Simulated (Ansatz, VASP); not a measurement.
## Two plane-wave programs on Si2N

```xyz
3
Lattice="2.7350 0.0000 0.0000 0.0000 2.7350 0.0000 0.0000 0.0000 5.4172" Properties=species:S:1:pos:R:3 pbc="T T T"
Si    1.3675    0.0000    1.2588
Si    0.0000    1.3675    4.1584
N     0.0000    0.0000    0.0000
```

Alike in both runs: functional PBE; k mesh 16 × 16 × 10; occupations gaussian, width 0.1 eV; no spin polarisation.

Ansatz relaxed the structure, and its values are those at the end. VASP's run is a single point on that final structure, the one shown.

```csv
,VASP,Ansatz
version,VASP 6.6.1,Ansatz 0.2.0
potentials or method,"VASP PAW PBE potentials, release 64 (Si, N), cutoff 520 eV","scalar-relativistic, plane waves, PAW"
valence electrons in the cell,13,13
```

VASP gave:

```
gap on the k mesh at the Fermi level (eV) : none
pressure (GPa)                            : -0.1
rms of the force components (eV/Å)        : 0.011
```

Problem. Estimate Ansatz's values.

Solution. gap on the k mesh at the Fermi level (eV): none; pressure (GPa): 0.0; rms of the force components (eV/Å): 0.000.

A gap of «none» marks a metal or a gap that the smearing closes.
